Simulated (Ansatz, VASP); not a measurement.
**Ru: VASP beside Ansatz**

```xyz
2
Lattice="2.7023 0.0000 0.0000 -1.3512 2.3403 0.0000 0.0000 0.0000 4.2660" Properties=species:S:1:pos:R:3 pbc="T T T"
Ru    0.0000    1.5602    1.0665
Ru    1.3512    0.7801    3.1995
```

Alike in both runs: functional r2SCAN; k mesh 18 × 18 × 10; occupations gaussian, width 0.1 eV; no spin polarisation.

Ansatz relaxed the structure, and its values are those at the end. VASP's run is a single point on that final structure, the one shown.

|  | VASP | Ansatz |
| --- | --- | --- |
| version | VASP 6.6.1 | Ansatz 0.2.0 |
| potentials or method | VASP PAW PBE potentials, release 64 (Ru_pv), cutoff 520 eV | scalar-relativistic, plane waves, PAW |
| valence electrons in the cell | 28 | 32 |

Ansatz gave:

```
gap on the k mesh at the Fermi level (eV) : none
pressure (GPa)                            : 0.0
```

**Question.** Estimate VASP's values.

**Answer.** gap on the k mesh at the Fermi level (eV): none; pressure (GPa): 1.5.

VASP's potentials were made for PBE, not for r2SCAN. A gap of «none» marks a metal or a gap that the smearing closes. The functional is the same, so the differences come from potentials, cutoffs and numerics. VASP's potentials hold 28 valence electrons a cell and Ansatz's 32, so a difference there can come from the potentials and not from the codes.
